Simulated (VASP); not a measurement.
Set up this calculation in VASP 6.6.1, as the native input.

| Quantity | Value |
| --- | --- |
| Task | single point |
| Functional | RPBE |
| Dispersion | D4 |
| Potentials or basis | VASP PAW PBE potentials, release 64 (Sn_d, Al) |
| Cutoff | 520 eV |
| k mesh | 7 × 7 × 8 |
| Occupations | methfessel-paxton, width 0.2 eV |
| Spin | no spin polarisation |
| Dipole correction | no |
| Further INCAR settings | ALGO = Fast; EDIFF = 1e-06; NBANDS = 16 |

The structure of AlSn lies in POSCAR:

```
AlSn
1.0
    4.1981056157      0.0000000000      0.0000000000
   -2.0990528078      3.6356661109      0.0000000000
    0.0000000000      0.0000000000      3.3068470000
Sn Al
1 1
Direct
    0.3333333333      0.6666666667      0.5000000000
    0.0000000000      0.0000000000      0.0000000000
```

These files were run (other wordings do the same):

INCAR

```
PREC = Accurate
ENCUT = 520
EDIFF = 1E-6
ISMEAR = 1
SIGMA = 0.2
LREAL = F
LASPH = T
NELM = 80
ALGO = Fast
ISIF = 2
LWAVE = F
LCHARG = T
GGA = RP
IVDW = 13
LELF = T
LVHAR = T
NBANDS = 16
```

KPOINTS

```
Automatic mesh
0
Gamma
  7 7 8
```

Potentials or basis: VASP PAW PBE potentials, release 64 (Sn_d, Al).

Launch:

```console
$ cat potpaw_PBE.64/Sn_d/POTCAR potpaw_PBE.64/Al/POTCAR > POTCAR
$ mpirun -np 1 vasp_std > vasp.out
```

Results of the run:

The pressure is -2.4 GPa, the band gap on the k mesh is zero (an odd number of electrons rules out a gap without spin polarisation) and the dispersion energy per atom is -0.601 eV.

Caveat: the PAW data sets were made with another functional, which shifts forces and pressure a little; spin-orbit coupling is left out, which moves the levels of the heavy elements.

It took 21 s on 1 thread of Intel(R) Xeon(R) Platinum 8488C (Sapphire Rapids), with other jobs on the host, peak memory 0.18 GiB.
